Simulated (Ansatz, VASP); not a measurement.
**Ir: VASP beside Ansatz**

```
Ir
1.0
     2.70740    0.00000    0.00000
    -1.35370    2.34468    0.00000
     0.00000    0.00000    4.44900
Ir
2
Direct
  0.66667 0.33333 0.75000
  0.33333 0.66667 0.25000
```

Alike in both runs: functional PBEsol; k mesh 10 × 10 × 5; occupations gaussian, width 0.15 eV; no spin polarisation.

Ansatz relaxed the structure, and its values are those at the end. VASP's run is a single point on that final structure, the one shown.

|  | VASP | Ansatz |
| --- | --- | --- |
| version | VASP 6.6.1 | Ansatz 0.2.0 |
| potentials or method | VASP PAW PBE potentials, release 64 (Ir_sv_GW), cutoff 560 eV | plane waves, PAW |
| valence electrons in the cell | 34 | 34 |

Ansatz gave:

- gap on the k mesh at the Fermi level (eV): none
- pressure (GPa): 0.0

**Question.** Estimate VASP's values.

**Answer.** gap on the k mesh at the Fermi level (eV): none; pressure (GPa): -1.9.

VASP's potentials were made for PBE, not for PBEsol. A gap of «none» marks a metal or a gap that the smearing closes. Ansatz's warnings: stress scf threshold loose.

Neither program's run includes spin-orbit coupling.
